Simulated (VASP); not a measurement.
# MgO in VASP: further runs, part 2 of 3

VASP 6.6.1. The steps go on from the part before.

### Step 3. Single point, PBE (mode 4 frozen in at +0.000 Å and mode 5 at +0.075 Å (largest displacements))

Contents of INCAR:

```
SYSTEM = MgO
PREC     = Accurate       ! precision mode
ENCUT    = 520            ! plane-wave cutoff, eV
EDIFF    = 1E-6           ! SCF threshold, eV
ISMEAR   = 0              ! smearing method
SIGMA    = 0.05           ! smearing width, eV
LREAL    = .False.        ! projectors in reciprocal space
LASPH    = .True.         ! aspherical terms in the spheres
NELM     = 100            ! most SCF steps
ALGO     = Normal         ! electronic algorithm
ISIF     = 2              ! what is computed and relaxed
LWAVE    = .False.        ! write WAVECAR
LCHARG   = .False.        ! write CHGCAR
GGA      = PE             ! functional
NBANDS   = 16             ! bands
```

Contents of KPOINTS:

```
regular mesh
0
Gamma
  9 9 6
  0 0 0
```

Contents of POSCAR:

```
MgO
1.0
    3.3152854007      0.0000000000      0.0000000000
   -1.6576427004      2.8711213778      0.0000000000
    0.0000000000      0.0000000000      5.1215474231
Mg O
2 2
Direct
    0.3463421877      0.6926843755      0.0063188067
    0.6536578123      0.3073156245      0.5063188067
    0.3213138352      0.6426276703      0.3982811933
    0.6786861648      0.3573723297      0.8982811933
```

Potentials or basis: VASP PAW PBE potentials, release 64 (Mg, O).

Run with:

```console
cat potpaw_PBE.64/Mg/POTCAR potpaw_PBE.64/O/POTCAR > POTCAR
mpirun -np 1 vasp_std > vasp.out
```

OUTCAR:

```text
SYSTEM = MgO
   PREC = Accurate
   ENCUT = 520
   EDIFF = 1E-6
   ISMEAR = 0
   LREAL = .False.
   LASPH = .True.
   NELM = 100
   ISIF = 2
   GGA = PE

 ion  position               nearest neighbor table
   1  0.346  0.693  0.006-   4 1.99   4 2.00   4 2.00   3 2.01   2 3.11   2 3.11   2 3.24   2 3.24
                             2 3.24   2 3.24
   2  0.654  0.307  0.506-   3 1.99   3 2.00   3 2.00   4 2.01   1 3.11   1 3.11   1 3.24   1 3.24
                             1 3.24   1 3.24
   3  0.321  0.643  0.398-   2 1.99   2 2.00   2 2.00   1 2.01
   4  0.679  0.357  0.898-   1 1.99   1 2.00   1 2.00   2 2.01

  LATTYP: Found a hexagonal cell.
 ALAT       =     3.3152854007
 C/A-ratio  =     1.5448285152

  Lattice vectors:

 A1 = (   3.3152854007,   0.0000000000,   0.0000000000)
 A2 = (  -1.6576427004,   2.8711213778,   0.0000000000)
 A3 = (   0.0000000000,   0.0000000000,   5.1215474231)

Analysis of symmetry for initial positions (statically):
=====================================================================
 Subroutine PRICEL returns:
 Original cell was already a primitive cell.

 Routine SETGRP: Setting up the symmetry group for a
 hexagonal supercell.

 Subroutine GETGRP returns: Found  4 space group operations
 (whereof  2 operations were pure point group operations)
 out of a pool of 24 trial point group operations.

The static configuration has the point symmetry C_1h.
 The point group associated with its full space group is C_2v.

Analysis of symmetry for dynamics (positions and initial velocities):
=====================================================================
 Subroutine PRICEL returns:
 Original cell was already a primitive cell.

 Routine SETGRP: Setting up the symmetry group for a
 hexagonal supercell.

 Subroutine GETGRP returns: Found  4 space group operations
 (whereof  2 operations were pure point group operations)
 out of a pool of 24 trial point group operations.

The dynamic configuration has the point symmetry C_1h.
 The point group associated with its full space group is C_2v.

 Subroutine INISYM returns: Found  4 space group operations
 (whereof  2 operations are pure point group operations),
 and found     1 'primitive' translations

----------------------------------------------------------------------------------------

                                     Primitive cell

  volume of cell :      48.7499

  direct lattice vectors                    reciprocal lattice vectors
     3.315285401  0.000000000  0.000000000     0.301633156  0.174147984  0.000000000
    -1.657642700  2.871121378  0.000000000     0.000000000  0.348295968  0.000000000
     0.000000000  0.000000000  5.121547423     0.000000000  0.000000000  0.195253488

  length of vectors
     3.315285401  3.315285401  5.121547423     0.348295968  0.348295968  0.195253488

  position of ions in fractional coordinates (direct lattice)
     0.346342188  0.692684376  0.006318807
     0.653657812  0.307315624  0.506318807
     0.321313835  0.642627670  0.398281193
     0.678686165  0.357372330  0.898281193

  ion indices of the primitive-cell ions
   primitive index   ion index
                 1           1
                 2           2
                 3           3
                 4           4

[... 31 lines left out ...]
  0.222222 -0.000000  0.000000      4.000000
  0.000000  0.222222  0.000000      2.000000
  0.333333  0.000000  0.000000      4.000000
[... 16 lines left out ...]
 -0.222222 -0.444444  0.000000      4.000000
  0.444444  0.333333  0.000000      4.000000
 [... further k-points ...]
   k-points           NKPTS =    100   k-points in BZ     NKDIM =    100   number of bands    NBANDS=     16
   number of dos      NEDOS =    301   number of ions     NIONS =      4
   total plane-waves  NPLWV =  31360
   dimension x,y,z NGX =    28 NGY =   28 NGZ =   40
   dimension x,y,z NGXF=    56 NGYF=   56 NGZF=   80
   ions per type =               2   2
   NGX,Y,Z   is equivalent  to a cutoff of  14.04, 14.04, 12.98 a.u.
   NGXF,Y,Z  is equivalent  to a cutoff of  28.08, 28.08, 25.97 a.u.
 SYSTEM =  MgO
   PREC   = accura    normal or accurate (medium, high low for compatibility)
   ISTART =      0    job   : 0-new  1-cont  2-samecut
   ICHARG =      2    charge: 1-file 2-atom 10-const
   ISPIN  =      1    spin polarized calculation?
   LNONCOLLINEAR =      F non collinear calculations
   LSORBIT =      F    spin-orbit coupling
   LASPH  =      T    aspherical Exc in radial PAW
   ENCUT  =  520.0 eV  38.22 Ry    6.18 a.u.   6.16  6.16  9.52*2*pi/ulx,y,z
   NELM   =    100;   NELMIN=  2; NELMDL= -5     # of ELM steps
   EDIFF  = 0.1E-05   stopping-criterion for ELM
   LREAL  =      F    real-space projection
   EDIFFG = 0.1E-04   stopping-criterion for IOM
   NSW    =      0    number of steps for IOM
   IBRION =     -1    ionic relax: 0-MD 1-quasi-New 2-CG
   NFREE  =      0    steps in history (QN), initial steepest desc. (CG)
   ISIF   =      2    stress and relaxation
   ISYM   =      2    0-nonsym 1-usesym 2-fastsym
   POTIM  = 0.5000    time-step for ionic-motion
   TEBEG  =    0.0;   TEEND  =   0.0 temperature during run
   PSTRESS=    0.0 pullay stress
   NELECT =      16.0000    total number of electrons
   NUPDOWN=      -1.0000    fix difference up-down
   EMIN   =  10.00;   EMAX   =-10.00  energy-range for DOS
   EFERMI =   0.00;   METHOD = LEGACY
   ISMEAR =     0;   SIGMA  =   0.05  broadening in eV -4-tet -1-fermi 0-gaus
   EFERMI_NEDOS =   21; number of points for ismear=-14 and -15
   IALGO  =     38    algorithm
   IMIX   =      4    mixing-type and parameters
     AMIX     =   0.40;   BMIX     =  1.00
     AMIX_MAG =   1.60;   BMIX_MAG =  1.00
  volume/ion in A,a.u.               =      12.19        82.25
  Fermi-wavevector in a.u.,A,eV,Ry     =   1.129250  2.133974 17.350238  1.275207
  Thomas-Fermi vector in A             =   2.265943
   LORBIT       =      0    0 simple, 1 ext, 2 COOP (PROOUT), +10 PAW based schemes
   GGA     = PE    functional components
   LHFCALC =     F    Hartree Fock is set to
   AEXX    =    0.0000 exact exchange contribution
   IVDW    =     0    specifies the selected vdW correction
   LEPSILON=     F    determine dielectric tensor
   LRPA    =     F    only Hartree local field effects (RPA)
 non-spin polarized calculation
 Gauss-broadening in eV      SIGMA  =   0.05
  energy-cutoff  :      520.00
  volume of cell :       48.75
 maximum number of plane-waves:      1339
 NGX is ok and might be reduce to    28
   NGX = 13   NGY = 13   NGZ = 19

 number of electron      16.0000007 magnetization

 Free energy of the ion-electron system (eV)
  ---------------------------------------------------
  ext. energy  EPLUGINS =         0.00000000
  ---------------------------------------------------
  free energy    TOTEN  =       -23.50740907 eV

  energy without entropy =      -23.50740907  energy(sigma->0) =      -23.50740907

 E-fermi :   1.1662     XC(G=0):  -9.6064

 val. band max:        0.9082733412   @ k =   0.0000   0.0000   0.0000
 cond. band min:       4.2624434393   @ k =   0.0000   0.0000   0.0000
 fundamental gap:      3.3541700982
 Fermi energy:         1.1661953469

 k-point     1 :       0.0000    0.0000    0.0000
  band No.  band energies     occupation
      1     -15.1845      2.00000
      2     -14.4625      2.00000
      3      -2.2426      2.00000
      4       0.2593      2.00000
      5       0.3131      2.00000
      6       0.5118      2.00000
[... 433 lines left out ...]
      3      -1.7197      2.00000
      4      -1.0552      2.00000
      5      -0.7319      2.00000
      6      -0.4933      2.00000
[... 8 lines left out ...]
     15      14.2521      0.00000
     16      16.6968      0.00000

 [... further k-points ...]

------------------------ aborting loop because EDIFF is reached ----------------------------------------

  FORCE on cell =-STRESS in cart. coord.  units (eV):
  Direction    XX          YY          ZZ          XY          YZ          ZX
  --------------------------------------------------------------------------------------
  -------------------------------------------------------------------------------------
  Total       -0.1492873     -0.2356478     -0.1166098      0.0000000      0.0000000      0.0000000
  in kB       -4.9063633     -7.7446245     -3.8324108      0.0000000      0.0000000      0.0000000
  external PRESSURE =      -5.4944662 kB  Pullay stress =       0.0000000 kB

 VOLUME and BASIS-vectors are now :
 -----------------------------------------------------------------------------
  energy-cutoff  :      520.00
  volume of cell :       48.75
      direct lattice vectors                 reciprocal lattice vectors
     3.315285401  0.000000000  0.000000000     0.301633156  0.174147984  0.000000000
    -1.657642700  2.871121378  0.000000000     0.000000000  0.348295968  0.000000000
     0.000000000  0.000000000  5.121547423     0.000000000  0.000000000  0.195253488

 POSITION                                       TOTAL-FORCE (eV/Angst)
 -----------------------------------------------------------------------------------
     -0.00000      1.98878      0.03236         0.000000     -0.248728      0.030235
      1.65764      0.88234      2.59314        -0.000000      0.248728      0.030235
      0.00000      1.84506      2.03982        -0.000000      0.132351     -0.030235
      1.65764      1.02606      4.60059         0.000000     -0.132351     -0.030235
 -----------------------------------------------------------------------------------
    total drift:                               -0.000000      0.000000     -0.001401

  FREE ENERGIE OF THE ION-ELECTRON SYSTEM (eV)
  ---------------------------------------------------
  free  energy   TOTEN  =       -23.5074090747 eV

  energy  without entropy=      -23.5074090747  energy(sigma->0) =      -23.50740907
```

It took 38 s on 1 thread of Intel Xeon 6975P-C (Granite Rapids), shared host; peak memory 0.22 GiB.

Results:

```yaml
Free_energy: -23.5074 eV
Pressure: -0.5 GPa
Largest_force: 0.251 eV/Å
Band_gap_on_the_k_mesh: 3.35 eV, direct
```

Forces in eV/Å, atoms in the order of the input:
```
Mg   0.000 -0.249  0.030
Mg   0.000  0.249  0.030
O    0.000  0.132 -0.030
O    0.000 -0.132 -0.030
```

Stress tensor (GPa, compression positive):
```
-0.49  0.00  0.00
 0.00 -0.77  0.00
 0.00  0.00 -0.38
```

Levels at points of the mesh, in eV from the valence-band top:
| k point | band 4 | band 5 | band 6 | band 7 | band 8 | band 9 | band 10 | band 11 | band 12 | band 13 |
| --- | --- | --- | --- | --- | --- | --- | --- | --- | --- | --- |
| (0.00, 0.00, 0.00) | -0.65 | -0.60 | -0.40 | -0.26 | 0.00 | 3.35 | 8.30 | 9.98 | 13.92 | 14.36 |
| (0.00, 0.00, 0.50) | -1.94 | -0.49 | -0.49 | -0.46 | -0.46 | 5.79 | 5.79 | 12.83 | 12.83 | 14.59 |

Caveat: the cell differs from its parent crystal (mode 4 frozen in at +0.000 Å and mode 5 at +0.075 Å (largest displacements)).

### Step 4. Single point, PBE (mode 4 frozen in at +0.000 Å and mode 5 at -0.075 Å (largest displacements))

Contents of INCAR:

```
PREC = Accurate
ENCUT = 520
EDIFF = 1E-7
ISMEAR = 0
SIGMA = 0.05
LREAL = False
LASPH = True
NELM = 80
ALGO = Normal
ISIF = 2
LWAVE = False
LCHARG = False
GGA = PE
NBANDS = 16
```

Contents of KPOINTS:

```
Automatic mesh
0
Gamma
  9 9 6
```

Contents of POSCAR:

```
MgO
1.0
    3.3152854007      0.0000000000      0.0000000000
   -1.6576427004      2.8711213778      0.0000000000
    0.0000000000      0.0000000000      5.1215474231
Mg O
2 2
Direct
    0.3203244789      0.6406489578      0.0063188067
    0.6796755211      0.3593510422      0.5063188067
    0.3453528315      0.6907056630      0.3982811933
    0.6546471685      0.3092943370      0.8982811933
```

Potentials or basis: VASP PAW PBE potentials, release 64 (Mg, O).

Run with:

```console
cat potpaw_PBE.64/Mg/POTCAR potpaw_PBE.64/O/POTCAR > POTCAR
mpirun -np 1 vasp_std > vasp.out
```

OUTCAR:

```text
PREC = Accurate
   ENCUT = 520
   EDIFF = 1E-7
   ISMEAR = 0
   LREAL = False
   LASPH = True
   NELM = 80
   ISIF = 2
   GGA = PE

 ion  position               nearest neighbor table
   1  0.320  0.641  0.006-   4 1.99   4 1.99   4 2.00   3 2.01   2 3.16   2 3.16   2 3.16   2 3.16
                             2 3.29   2 3.29
   2  0.680  0.359  0.506-   3 1.99   3 1.99   3 2.00   4 2.01   1 3.16   1 3.16   1 3.16   1 3.16
                             1 3.29   1 3.29
   3  0.345  0.691  0.398-   2 1.99   2 1.99   2 2.00   1 2.01
   4  0.655  0.309  0.898-   1 1.99   1 1.99   1 2.00   2 2.01

  LATTYP: Found a hexagonal cell.
 ALAT       =     3.3152854007
 C/A-ratio  =     1.5448285152

  Lattice vectors:

 A1 = (   3.3152854007,   0.0000000000,   0.0000000000)
 A2 = (  -1.6576427004,   2.8711213778,   0.0000000000)
 A3 = (   0.0000000000,   0.0000000000,   5.1215474231)

Analysis of symmetry for initial positions (statically):
=====================================================================
 Subroutine PRICEL returns:
 Original cell was already a primitive cell.

[... 179 lines left out ...]
 cond. band min:       4.2624164190   @ k =   0.0000   0.0000   0.0000
 fundamental gap:      3.3538205052
 Fermi energy:         1.1810718089

 k-point     1 :       0.0000    0.0000    0.0000
  band No.  band energies     occupation
      1     -15.1846      2.00000
      2     -14.4621      2.00000
      3      -2.2428      2.00000
      4       0.2538      2.00000
      5       0.3209      2.00000
      6       0.5181      2.00000
[... 433 lines left out ...]
      3      -1.8141      2.00000
      4      -1.0380      2.00000
      5      -0.6828      2.00000
      6      -0.6177      2.00000
[... 8 lines left out ...]
     15      14.7055      0.00000
     16      16.8147      0.00000

 [... further k-points ...]

------------------------ aborting loop because EDIFF is reached ----------------------------------------

  FORCE on cell =-STRESS in cart. coord.  units (eV):
  Direction    XX          YY          ZZ          XY          YZ          ZX
  --------------------------------------------------------------------------------------
  -------------------------------------------------------------------------------------
  Total       -0.1399940     -0.2370899     -0.1213951      0.0000000      0.0000000      0.0000000
  in kB       -4.6009391     -7.7920175     -3.9896803      0.0000000      0.0000000      0.0000000
  external PRESSURE =      -5.4608789 kB  Pullay stress =       0.0000000 kB

 VOLUME and BASIS-vectors are now :
 -----------------------------------------------------------------------------
  energy-cutoff  :      520.00
  volume of cell :       48.75
      direct lattice vectors                 reciprocal lattice vectors
     3.315285401  0.000000000  0.000000000     0.301633156  0.174147984  0.000000000
    -1.657642700  2.871121378  0.000000000     0.000000000  0.348295968  0.000000000
     0.000000000  0.000000000  5.121547423     0.000000000  0.000000000  0.195253488

 POSITION                                       TOTAL-FORCE (eV/Angst)
 -----------------------------------------------------------------------------------
     -0.00000      1.83938      0.03236        -0.000000      0.214839      0.029994
      1.65764      1.03174      2.59314         0.000000     -0.214839      0.029994
     -0.00000      1.98310      2.03982         0.000000     -0.151641     -0.029994
      1.65764      0.88802      4.60059        -0.000000      0.151641     -0.029994
 -----------------------------------------------------------------------------------
    total drift:                               -0.000000     -0.000000     -0.001423

  FREE ENERGIE OF THE ION-ELECTRON SYSTEM (eV)
  ---------------------------------------------------
  free  energy   TOTEN  =       -23.5082103911 eV

  energy  without entropy=      -23.5082103911  energy(sigma->0) =      -23.50821039
```

OSZICAR:

```text
N       E                     dE             d eps       ncg     rms          rms(c)
DAV:   1     0.614533973411E+02    0.61453E+02   -0.74608E+03  3200   0.881E+02
DAV:   2    -0.235899631709E+02   -0.85043E+02   -0.77986E+02  4376   0.193E+02
DAV:   3    -0.277495707001E+02   -0.41596E+01   -0.41494E+01  3736   0.447E+01
DAV:   4    -0.277671272481E+02   -0.17557E-01   -0.17556E-01  3872   0.343E+00
DAV:   5    -0.277672155044E+02   -0.88256E-04   -0.88256E-04  3768   0.232E-01    0.117E+01
DAV:   6    -0.235709713821E+02    0.41962E+01   -0.12492E+01  3200   0.262E+01    0.397E+00
DAV:   7    -0.235150138879E+02    0.55957E-01   -0.18458E-01  3240   0.343E+00    0.221E+00
DAV:   8    -0.235099403275E+02    0.50736E-02   -0.10286E-01  3416   0.347E+00    0.517E-01
DAV:   9    -0.235073970305E+02    0.25433E-02   -0.32136E-03  4080   0.520E-01    0.179E-01
DAV:  10    -0.235081855826E+02   -0.78855E-03   -0.15852E-03  3256   0.256E-01    0.288E-02
DAV:  11    -0.235082098437E+02   -0.24261E-04   -0.16932E-05  3848   0.270E-02    0.211E-02
DAV:  12    -0.235082103750E+02   -0.53132E-06   -0.10640E-05  3256   0.277E-02    0.185E-03
DAV:  13    -0.235082103911E+02   -0.16073E-07   -0.39552E-07  3920   0.441E-03
   1 F= -.23508210E+02 E0= -.23508210E+02  d E =-.736850E-17
```

Run time: 35 s. Hardware: 1 thread of Intel Xeon 6975P-C (Granite Rapids), shared host; peak memory 0.22 GiB.

What came out:

| Property | Result |
| --- | --- |
| Free energy | -23.5082 eV |
| Pressure | -0.5 GPa |
| Largest force | 0.217 eV/Å |
| Band gap on the k mesh | 3.35 eV, direct |

Forces on the atoms (eV/Å):
```
Mg   0.000  0.215  0.030
Mg   0.000 -0.215  0.030
O    0.000 -0.152 -0.030
O    0.000  0.152 -0.030
```

Caveat: the cell differs from its parent crystal (mode 4 frozen in at +0.000 Å and mode 5 at -0.075 Å (largest displacements)). A k mesh can miss the band edges.

### Step 5. Single point, PBE (mode 4 frozen in at -0.112 Å and mode 5 at -0.112 Å (largest displacements))

Contents of INCAR:

```
SYSTEM = MgO
PREC     = Accurate       ! precision mode
ENCUT    = 520            ! plane-wave cutoff, eV
EDIFF    = 1E-6           ! SCF threshold, eV
ISMEAR   = 0              ! smearing method
SIGMA    = 0.05           ! smearing width, eV
LREAL    = .FALSE.        ! projectors in reciprocal space
LASPH    = .TRUE.         ! aspherical terms in the spheres
NELM     = 80             ! most SCF steps
ALGO     = Normal         ! electronic algorithm
ISIF     = 2              ! what is computed and relaxed
LWAVE    = .FALSE.        ! write WAVECAR
LCHARG   = .FALSE.        ! write CHGCAR
GGA      = PE             ! functional
NBANDS   = 16             ! bands
```

Contents of KPOINTS:

```
Automatic mesh
0
G
  9 9 6
  0 0 0
```

Contents of POSCAR:

```
MgO
1.0
    3.3152854007      0.0000000000      0.0000000000
   -1.6576427004      2.8711213778      0.0000000000
    0.0000000000      0.0000000000      5.1215474231
Mg O
2 2
Direct
    0.2800458456      0.6276575182      0.0063188067
    0.7199541544      0.3723424818      0.5063188067
    0.3825681730      0.7027090708      0.3982811933
    0.6174318270      0.2972909292      0.8982811933
```

Run with:

```console
cat potpaw_PBE.64/Mg/POTCAR potpaw_PBE.64/O/POTCAR > POTCAR
mpirun -np 1 vasp_std > vasp.out
```

It took 53 s on 1 thread of Intel Xeon 6975P-C (Granite Rapids), shared host; peak memory 0.26 GiB.

It converged, with:

```yaml
Free_energy: -23.4107 eV
Pressure: -0.9 GPa
Largest_force: 0.556 eV/Å
Band_gap_on_the_k_mesh: 3.23 eV, direct
```

Forces in eV/Å, atoms in the order of the input:
```
Mg   0.419  0.344  0.122
Mg  -0.419 -0.344  0.122
O   -0.169 -0.212 -0.122
O    0.169  0.212 -0.122
```

Stress tensor (GPa, compression positive):
```
-1.24 -0.68  0.00
-0.68 -1.25  0.00
 0.00  0.00 -0.09
```

Levels at points of the mesh, in eV from the valence-band top:
| k point | band 5 | band 6 | band 7 | band 8 | band 9 | band 10 | band 11 | band 12 |
| --- | --- | --- | --- | --- | --- | --- | --- | --- |
| (0.00, 0.00, 0.00) | -0.64 | -0.54 | -0.26 | 0.00 | 3.23 | 8.16 | 9.85 | 13.63 |
| (0.00, 0.00, 0.50) | -0.58 | -0.58 | -0.51 | -0.51 | 5.67 | 5.67 | 12.68 | 12.68 |

Caveat: the cell differs from its parent crystal (mode 4 frozen in at -0.112 Å and mode 5 at -0.112 Å (largest displacements)). A k mesh can miss the band edges.

(Continued in part 3 of 3.)
